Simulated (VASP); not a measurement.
Runs of VASP 6.6.1 on MnO. The structure is that of space group P6_3mc (No. 186), or close to it. The cells are those of the table. 

```tsv
task	cell	gap on the mesh (eV)	pressure (GPa)	moment (μB)	largest force (eV/Å)
electric field gradients	a = 3.360, b = 3.360, c = 5.367 Å, angles 90.0, 90.0, 120.0°, 4 atoms	none	(a)	9.99	0.69
electric field gradients	a = 3.349, b = 3.349, c = 5.349 Å, angles 90.0, 90.0, 120.0°, 4 atoms	none	9.5	9.98	0.71
electric field gradients	a = 3.394, b = 3.394, c = 5.421 Å, angles 90.0, 90.0, 120.0°, 4 atoms	none	3.8	10.00	0.61
single point	a = 3.338, b = 3.338, c = 5.386 Å, angles 90.0, 90.0, 120.0°, 4 atoms	none	(b)	9.99	0.58
```

Alike in all rows: level PBE; potentials or basis VASP PAW PBE potentials, release 64 (Mn_pv, O); spin collinear, ferromagnetic start; k mesh 14 × 14 × 8; cutoff (eV) 520; smearing fermi-dirac 0.05 eV.

Q: Estimate the missing entries.

A: (a) 8.0; (b) 9.2.

Caveats: the cell stands under pressure; semilocal functionals often make such compounds metallic where correlation or magnetic order opens a gap, which also shifts bond lengths; only a ferromagnetic start was run, and an antiferromagnetic order may lie lower in energy.

A gap of «none» marks levels without a gap at the run's occupations.
